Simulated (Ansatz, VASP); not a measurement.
## SiO2: VASP beside Ansatz

```
Si O
1.0
     4.25490    0.00000    0.00000
     0.00000    4.25490    0.00000
     0.00000    0.00000    2.59740
Si O
2 4
Direct
  0.50000 0.50000 0.50000
  0.00000 0.00000 0.00000
  0.69443 0.69443 0.00000
  0.19443 0.80557 0.50000
  0.30557 0.30557 0.00000
  0.80557 0.19443 0.50000
```

Alike in both runs: task single point; functional LDA; k mesh 6 × 6 × 8; occupations gaussian, width 0.05 eV; no spin polarisation.

|  | VASP | Ansatz |
| --- | --- | --- |
| version | VASP 6.6.1 | Ansatz 0.2.0 |
| potentials or method | VASP PAW LDA potentials, release 64 (Si, O), cutoff 520 eV | scalar-relativistic, plane waves, PAW |
| valence electrons in the cell | 32 | 32 |

```tsv
	VASP	Ansatz	Ansatz less VASP
gap on the k mesh at the Fermi level (eV)	5.53	5.54	+0.004
least direct gap on the mesh (eV)	5.53	5.54	+0.004
pressure (GPa)	-3.8	-4.9	-1.08
traceless stress, the component that is largest in VASP (GPa)	15.34	14.52	-0.816
rms of the force components (eV/Å)	0.196	0.221	+0.0251
```

Ansatz warns that its potentials were made for another functional, while VASP's fit it. LDA's correlation is that of Perdew and Zunger in VASP and of Perdew and Wang (1992) in Ansatz. Atom by atom the forces differ by 0.025 eV/Å (rms over components).
